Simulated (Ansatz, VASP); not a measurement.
**Two plane-wave programs on Lu**

```xyz
2
Lattice="3.5063 0.0000 0.0000 -1.7532 3.0366 0.0000 0.0000 0.0000 5.4662" Properties=species:S:1:pos:R:3 pbc="T T T"
Lu    0.0000    2.0244    1.3666
Lu    1.7532    1.0122    4.0997
```

Alike in both runs: functional PBE; k mesh 14 × 14 × 8; occupations fermi-dirac, width 0.05 eV; no spin polarisation.

Ansatz relaxed the structure, and its values are those at the end. VASP's run is a single point on that final structure, the one shown.

|  | VASP | Ansatz |
| --- | --- | --- |
| version | VASP 6.6.1 | Ansatz 0.2.0 |
| potentials or method | VASP PAW PBE potentials, release 64 (Lu) | PAW with Ansatz's default frozen-core files, scalar-relativistic |
| plane-wave cutoff (eV) | 520 | 420 |
| valence electrons in the cell | 50 | 50 |

Ansatz gave:

| Property | Result |
| --- | --- |
| pressure (GPa) | 0.0 |

Which values does VASP return?

Pressure (GPa): 0.4.

Spin-orbit coupling is off throughout.
